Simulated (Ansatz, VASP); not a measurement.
This is a calculation of NaCl for Ansatz 0.2.0.

Contents of input.yaml:

```yaml
crystal:
  lattice:
    - [0.0, 2.7940632177, 2.7940632177]
    - [2.7940632177, 0.0, 2.7940632177]
    - [2.7940632177, 2.7940632177, 0.0]
  atoms:
    - { symbol: Cl, position: [0.5, 0.5, 0.5] }
    - { symbol: Na, position: [0.0, 0.0, 0.0] }
kpoints:
  mp_grid: { grid: [8, 8, 8] }
scf:
  occupations: { method: fermi_dirac, width: 0.05 }
hamiltonian:
  xc: revpbe
  dispersion: d3bj
  pseudopotentials: { kind: all_electron, lapw: { basis_error: 0.001 } }
output:
  forces: true
  stress: true
relax:
  f_tol: 0.02
  max_steps: 60
  cell: {}
```

Potentials or basis: all-electron LAPW, scalar-relativistic.

Command:

```console
$ ansatz run input.yaml --threads 1 --pin off --max-ram 3072MiB --backend cpu --events-out ev --progress --plain --runs-dir out
```

Question: Translate it to VASP 6.6.1. Potentials there: VASP PAW PBE potentials, release 64 (Cl, Na_pv).

Answer: As run (the cutoff follows the program's own potentials):

INCAR

```
PREC = Accurate
ENCUT = 600
EDIFF = 1E-6
ISMEAR = -1
SIGMA = 0.05
LREAL = F
LASPH = T
NELM = 60
ALGO = Normal
ISIF = 3
LWAVE = F
LCHARG = F
GGA = RE
IVDW = 12
IBRION = 2
NSW = 80
EDIFFG = -0.02
```

KPOINTS

```
regular mesh
0
Gamma
  8 8 8
```

POSCAR

```
NaCl
1.0
    0.0000000000      2.7940632177      2.7940632177
    2.7940632177      0.0000000000      2.7940632177
    2.7940632177      2.7940632177      0.0000000000
Cl Na
1 1
Direct
    0.5000000000      0.5000000000      0.5000000000
    0.0000000000      0.0000000000      0.0000000000
```

Potentials or basis: VASP PAW PBE potentials, release 64 (Cl, Na_pv).

The run is started by

```console
$ cat potpaw_PBE.64/Cl/POTCAR potpaw_PBE.64/Na_pv/POTCAR > POTCAR
$ mpirun -np 1 vasp_std > vasp.out
```

Both were run:

|  | VASP | Ansatz | Ansatz less VASP |
| --- | --- | --- | --- |
| relaxed volume (Å³/atom) | 21.81 | 21.81 | 0.000 |
| relaxed length of the cell vector where the two differ most in proportion (Å) | 3.951 | 3.951 | 0.0000 |

VASP's potentials were made for PBE, not for revPBE. Ansatz ran all-electron here, and VASP with PAW potentials.

Noted on VASP's run: the relaxation stopped at its first step, so nothing moved.
